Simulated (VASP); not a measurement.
SiC:

```
Si C
1.0
     3.11617    0.00000    0.00000
    -1.55808    2.69868    0.00000
     0.00000    0.00000   10.20317
Si C
4 4
Direct
  0.00000 0.00000 0.18789
  0.00000 0.00000 0.68789
  0.33333 0.66667 0.43784
  0.66667 0.33333 0.93784
  0.00000 0.00000 0.00046
  0.00000 0.00000 0.50046
  0.33333 0.66667 0.24980
  0.66667 0.33333 0.74980
```

This cell differs from its parent crystal: volume scaled by 1.04.

Base run:

| Property | Result |
| --- | --- |
| Program | VASP 6.6.1 |
| Functional | PBEsol |
| Potentials or basis | VASP PAW PBE potentials, release 64 (Si, C) |
| Cutoff | 520 eV |
| k mesh | 10 × 10 × 3 |
| Occupations | fermi-dirac, width 0.05 eV |
| Spin | no spin polarisation |

Its results: band gap on the k mesh 2.10 eV, indirect (least direct gap 3.21 eV); pressure -7.4 GPa; largest force 0.008 eV/Å.

Question: The run is repeated on the same cell with these changes: dispersion from none to D4. What comes out?

Answer: Band gap on the k mesh 2.10 eV, indirect (least direct gap 3.21 eV); pressure -9.6 GPa; largest force 0.008 eV/Å.

Dispersion adds attraction, which lowers the pressure at fixed volume and, as a term added to the energy, leaves the levels alone.

Caveats: the PAW data sets were made with another functional, which shifts forces and pressure a little.

A k mesh can miss the band edges.
